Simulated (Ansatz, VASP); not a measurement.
**Two plane-wave programs on HfC**

The input INCAR:

```
  ALGO = Normal
  EDIFF = 1E-6
  ENCUT = 520
  GGA = PS
  ISIF = 2
  ISMEAR = -1
  LASPH = T
  LCHARG = F
  LREAL = F
  LWAVE = F
  NBANDS = 14
  NELM = 100
  PREC = Accurate
  SIGMA = 0.05
```

The input KPOINTS:

```
k-points
0
Gamma
  11 11 11
```

File POSCAR:

```
HfC
1.0
    0.0000000000      2.3555956139      2.3555956139
    2.3555956139      0.0000000000      2.3555956139
    2.3555956139      2.3555956139      0.0000000000
Hf C
1 1
Direct
    0.5000000000      0.5000000000      0.5000000000
    0.0000000000      0.0000000000      0.0000000000
```

Input for Ansatz:

```yaml
crystal:
  lattice:
    - [0.0, 2.355595613881912, 2.355595613881912]
    - [2.355595613881912, 0.0, 2.355595613881912]
    - [2.355595613881912, 2.355595613881912, 0.0]
  atoms:
    - { symbol: Hf, position: [0.5, 0.5, 0.5] }
    - { symbol: C, position: [0.0, 0.0, 0.0] }
basis:
  ecutwfc: 500.0
kpoints:
  mp_grid:
    grid: [11, 11, 11]
hamiltonian:
  xc: pbesol
  pseudopotentials:
    kind: paw
scf:
  occupations:
    method: fermi_dirac
    width: 0.05
output:
  stress: true
```

Alike in both runs: task single point; functional PBEsol; k mesh 11 × 11 × 11; occupations fermi-dirac, width 0.05 eV; no spin polarisation.

|  | VASP | Ansatz |
| --- | --- | --- |
| version | VASP 6.6.1 | Ansatz 0.2.0 |
| potentials or method | VASP PAW PBE potentials, release 64 (Hf_pv, C), cutoff 520 eV | plane waves, PAW |
| valence electrons in the cell | 14 | 30 |

```csv
,VASP,Ansatz,Ansatz less VASP
pressure (GPa),-15.1,-14.5,+0.57
```

VASP's potentials were made for PBE, not for PBEsol. The functional is the same, so the differences come from potentials, cutoffs and numerics. VASP's potentials hold 14 valence electrons a cell and Ansatz's 30, so a difference there can come from the potentials and not from the codes.

Spin-orbit coupling is off throughout.
